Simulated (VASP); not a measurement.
Here is a VASP 6.6.1 calculation.

The input INCAR:

```
SYSTEM = Pt
PREC = Accurate
ENCUT = 520
EDIFF = 1E-7
ISMEAR = 0
SIGMA = 0.05
LREAL = .FALSE.
LASPH = .TRUE.
NELM = 60
ALGO = Normal
ISIF = 2
LWAVE = .FALSE.
LCHARG = .FALSE.
GGA = PE
NBANDS = 50
```

Contents of KPOINTS:

```
Automatic mesh
0
G
  1 1 19
  0 0 0
```

POSCAR

```
Pt
1.0
   14.6000000000      0.0000000000      0.0000000000
    0.0000000000     13.3000000000      0.0000000000
    0.0000000000      0.0000000000      2.6282823268
Pt
8
Direct
    0.6094630122      0.5000000000      0.0000000000
    0.5000000000      0.6445686631      0.5000000000
    0.5000000000      0.3554313369      0.5000000000
    0.3239483414      0.6610932532      0.5000000000
    0.3239483414      0.3389067468      0.5000000000
    0.6760516586      0.6610932532      0.5000000000
    0.6760516586      0.3389067468      0.5000000000
    0.3905369878      0.5000000000      0.0000000000
```

Potentials or basis: VASP PAW PBE potentials, release 64 (Pt).

Command:

```bash
$ cat potpaw_PBE.64/Pt/POTCAR > POTCAR
$ mpirun -np 1 vasp_std > vasp.out
```

What does it give for the band gap on the k mesh?

Zero (band 40 reaches -0.38 eV, above the bottom of band 41 at -1.81 eV).

Estimate the largest force.

0.024 eV/Å.

Forces on the atoms (eV/Å):
```
Pt  -0.018  0.000  0.000
Pt   0.000 -0.017  0.000
Pt   0.000  0.017  0.000
Pt   0.020 -0.015  0.000
Pt   0.020  0.015  0.000
Pt  -0.020 -0.015  0.000
Pt  -0.020  0.015  0.000
Pt   0.018  0.000  0.000
```

Caveat: spin-orbit coupling is left out, which moves the levels of the heavy elements.
